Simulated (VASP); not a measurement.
# Al in VASP: relaxation of the atoms with LDA

Aim: the relaxation of the atoms of Al with LDA.

Everything below comes from runs of VASP 6.6.1. Logs are shortened: lines on timing, memory, paths and dates and some standing lists are left out, and cuts for length are marked.

## Step 1: The cell of the first run

The cell holds a slab with vacuum, 10 atoms: a = 2.817 Å, b = 3.984 Å, c = 27.676 Å, α = 90.00°, β = 90.00°, γ = 90.00°.

## Step 2: Relaxation of the atoms, LDA

INCAR reads:

```
PREC = Accurate ; ENCUT = 520
EDIFF = 1E-6 ; ISMEAR = 0
SIGMA = 0.1 ; LREAL = F
LASPH = T ; NELM = 60
ALGO = Normal ; ISIF = 2
LWAVE = F ; LCHARG = F
LDIPOL = T ; IDIPOL = 3
DIPOL = 0.5 0.5 0.500 ; IBRION = 2
NSW = 80 ; EDIFFG = -0.02
KPAR = 4
```

KPOINTS reads:

```
Automatic mesh
0
Gamma
  12 9 1
```

POSCAR reads:

```
Al
1.0
    2.8168441069      0.0000000000      0.0000000000
    0.0000000000      3.9836191391      0.0000000000
    0.0000000000      0.0000000000     27.6757984811
Al
10
Direct
    0.5000000000      0.5000000000      0.2709948913
    0.0000000000      0.0000000000      0.3218849154
    0.5000000000      0.5000000000      0.3727749396
    0.0000000000      0.0000000000      0.4236649638
    0.5000000000      0.5000000000      0.4745549879
    0.0000000000      0.0000000000      0.5254450121
    0.5000000000      0.5000000000      0.5763350362
    0.0000000000      0.0000000000      0.6272250604
    0.5000000000      0.5000000000      0.6781150846
    0.0000000000      0.0000000000      0.7290051087
```

Potentials or basis: VASP PAW LDA potentials, release 64 (Al).

Started as:

```console
> cat potpaw_LDA.64/Al/POTCAR > POTCAR
> mpirun -np 4 vasp_std > vasp.out
```

OUTCAR:

```text
PREC = Accurate
   ENCUT = 520
   EDIFF = 1E-6
   ISMEAR = 0
   LREAL = F
   LASPH = T
   NELM = 60
   ISIF = 2
   IBRION = 2
   NSW = 80
   EDIFFG = -0.02

 ion  position               nearest neighbor table
   1  0.500  0.500  0.271-   2 2.82   2 2.82   2 2.82   2 2.82   3 2.82
   2  0.000  0.000  0.322-   1 2.82   1 2.82   1 2.82   1 2.82   3 2.82   3 2.82   3 2.82   3 2.82
                             4 2.82
   3  0.500  0.500  0.373-   1 2.82   5 2.82   4 2.82   2 2.82   2 2.82   4 2.82   2 2.82   4 2.82
                             2 2.82   4 2.82
   4  0.000  0.000  0.424-   5 2.82   5 2.82   5 2.82   5 2.82   6 2.82   3 2.82   3 2.82   3 2.82
                             3 2.82   2 2.82
   5  0.500  0.500  0.475-   4 2.82   4 2.82   4 2.82   4 2.82   7 2.82   3 2.82   6 2.82   6 2.82
                             6 2.82   6 2.82
   6  0.000  0.000  0.525-   7 2.82   7 2.82   7 2.82   7 2.82   8 2.82   4 2.82   5 2.82   5 2.82
                             5 2.82   5 2.82
   7  0.500  0.500  0.576-   6 2.82   6 2.82   6 2.82   6 2.82   5 2.82   8 2.82   8 2.82   8 2.82
                             8 2.82   9 2.82
   8  0.000  0.000  0.627-   6 2.82  10 2.82   9 2.82   7 2.82   7 2.82   9 2.82   7 2.82   9 2.82
                             7 2.82   9 2.82
   9  0.500  0.500  0.678-  10 2.82  10 2.82  10 2.82  10 2.82   8 2.82   8 2.82   8 2.82   8 2.82
                             7 2.82
  10  0.000  0.000  0.729-   9 2.82   9 2.82   9 2.82   9 2.82   8 2.82

  LATTYP: Found a simple orthorhombic cell.
 ALAT       =     2.8168441069
 B/A-ratio  =     1.4142135624
 C/A-ratio  =     9.8251083236

  Lattice vectors:

 A1 = (   2.8168441069,   0.0000000000,   0.0000000000)
 A2 = (   0.0000000000,   3.9836191391,   0.0000000000)
 A3 = (   0.0000000000,   0.0000000000,  27.6757984811)

Analysis of symmetry for initial positions (statically):
=====================================================================
 Subroutine PRICEL returns:
 Original cell was already a primitive cell.

 Routine SETGRP: Setting up the symmetry group for a
 simple orthorhombic supercell.

 Subroutine GETGRP returns: Found  8 space group operations
 (whereof  4 operations were pure point group operations)
 out of a pool of  8 trial point group operations.

The static configuration has the point symmetry C_2v.
 The point group associated with its full space group is D_2h.

Analysis of symmetry for dynamics (positions and initial velocities):
[... 169 lines left out ...]

 number of electron      30.0000001 magnetization

 Free energy of the ion-electron system (eV)
  ---------------------------------------------------
  ext. energy  EPLUGINS =         0.00000000
  ---------------------------------------------------
  free energy    TOTEN  =       -40.27087684 eV

  energy without entropy =      -40.24623929  energy(sigma->0) =      -40.25855807

------------------------ aborting loop because EDIFF is reached ----------------------------------------

  FORCE on cell =-STRESS in cart. coord.  units (eV):
  Direction    XX          YY          ZZ          XY          YZ          ZX
  --------------------------------------------------------------------------------------
  -------------------------------------------------------------------------------------
  Total       -1.7955760     -2.7717979      0.3329742      0.0000000      0.0000000      0.0000000
  in kB       -9.2634675    -14.2998459      1.7178310      0.0000000      0.0000000      0.0000000
  external PRESSURE =      -7.2818275 kB  Pullay stress =       0.0000000 kB
[... 207 lines left out ...]
--------------------------------------- Ionic step        6  -------------------------------------------

 number of electron      30.0000001 magnetization

 dipolmoment           0.000000      0.000000      0.000000 electrons x Angstroem

------------------------ aborting loop because EDIFF is reached ----------------------------------------

  FORCE on cell =-STRESS in cart. coord.  units (eV):
  Direction    XX          YY          ZZ          XY          YZ          ZX
  --------------------------------------------------------------------------------------
  -------------------------------------------------------------------------------------
  Total       -1.4437386     -2.2810487      0.3975621      0.0000000      0.0000000      0.0000000
  in kB       -7.4483208    -11.7680459      2.0510430      0.0000000      0.0000000      0.0000000
  external PRESSURE =      -5.7217746 kB  Pullay stress =       0.0000000 kB
[... 31 lines left out ...]
--------------------------------------- Ionic step        7  -------------------------------------------

 number of electron      30.0000001 magnetization

 dipolmoment           0.000000      0.000000     -0.000000 electrons x Angstroem

 Free energy of the ion-electron system (eV)
  ---------------------------------------------------
  ext. energy  EPLUGINS =         0.00000000
  ---------------------------------------------------
  free energy    TOTEN  =       -40.29774576 eV

  energy without entropy =      -40.27255038  energy(sigma->0) =      -40.28514807

 E-fermi :   2.1700     XC(G=0):  -6.1375

 val. band max:        2.1667257460   @ k =   0.0833   0.4444   0.0000
 cond. band min:       2.1743798805   @ k =   0.0833   0.0000   0.0000
 fundamental gap:      0.0076541344
 Fermi energy:         2.1699852974

 k-point     1 :       0.0000    0.0000    0.0000
  band No.  band energies     occupation
      1      -9.0382      2.00000
      2      -8.5784      2.00000
      3      -7.7314      2.00000
      4      -6.6427      2.00000
      5      -5.2222      2.00000
      6      -3.5598      2.00000
[... 565 lines left out ...]
     20       4.9893      0.00000
     21       5.8332      0.00000

 [... further k-points ...]

------------------------ aborting loop because EDIFF is reached ----------------------------------------

 vacuum level on the upper side and lower side of the slab       (xc-potential included)        -0.135        -0.135

  FORCE on cell =-STRESS in cart. coord.  units (eV):
  Direction    XX          YY          ZZ          XY          YZ          ZX
  --------------------------------------------------------------------------------------
  -------------------------------------------------------------------------------------
  Total       -1.4585756     -2.3001878      0.3637244      0.0000000      0.0000000      0.0000000
  in kB       -7.5248653    -11.8667858      1.8764728      0.0000000      0.0000000      0.0000000
  external PRESSURE =      -5.8383928 kB  Pullay stress =       0.0000000 kB
[... 25 lines left out ...]
  FREE ENERGIE OF THE ION-ELECTRON SYSTEM (eV)
  ---------------------------------------------------
  free  energy   TOTEN  =       -40.2977457555 eV

  energy  without entropy=      -40.2725503822  energy(sigma->0) =      -40.28514807

 reached required accuracy - stopping structural energy minimisation

 vacuum level on the upper side and lower side of the slab         6.290         6.290
```

Run time: 4.6 min. Hardware: 4 MPI ranks of Intel Xeon Platinum 8175M at 2.50GHz (Skylake/Cascade Lake), shared host; peak memory 0.4 GiB.

What came out:

```
Free energy                  : -40.2977 eV
Energy gained by relaxing    : 2.7 meV/atom
Ionic steps                  : 7
Largest force after relaxing : 0.019 eV/Å
Band gap on the k mesh       : zero (bands 15 and 16 overlap by 3.15 eV)
```

Forces in eV/Å, atoms in the order of the input:
```
Al   0.000  0.000 -0.019
Al   0.000  0.000 -0.009
Al   0.000  0.000 -0.001
Al   0.000  0.000 -0.010
Al   0.000  0.000  0.002
Al   0.000  0.000 -0.002
Al   0.000  0.000  0.010
Al   0.000  0.000  0.001
Al   0.000  0.000  0.009
Al   0.000  0.000  0.019
```

The path:
```
step  energy change (eV)  largest force (eV/Å)  pressure (GPa)
   1              0.0000                0.2111           -0.73
   2             -0.0090                0.1730           -0.71
   3             -0.0235                0.0570           -0.63
   4             -0.0242                0.0864           -0.60
   5             -0.0262                0.0434           -0.59
   6             -0.0267                0.0241           -0.57
   7             -0.0269                0.0188           -0.58
```

Final structure:
```yaml
crystal:
  lattice:
    - [2.81684, 0.00000, 0.00000]
    - [0.00000, 3.98362, 0.00000]
    - [0.00000, 0.00000, 27.67580]
  atoms:
    - { symbol: Al, position: [0.50000, 0.50000, 0.27262] }
    - { symbol: Al, position: [0.00000, 0.00000, 0.31974] }
    - { symbol: Al, position: [0.50000, 0.50000, 0.37280] }
    - { symbol: Al, position: [0.00000, 0.00000, 0.42221] }
    - { symbol: Al, position: [0.50000, 0.50000, 0.47412] }
    - { symbol: Al, position: [0.00000, 0.00000, 0.52588] }
    - { symbol: Al, position: [0.50000, 0.50000, 0.57779] }
    - { symbol: Al, position: [0.00000, 0.00000, 0.62720] }
    - { symbol: Al, position: [0.50000, 0.50000, 0.68026] }
    - { symbol: Al, position: [0.00000, 0.00000, 0.72738] }
```
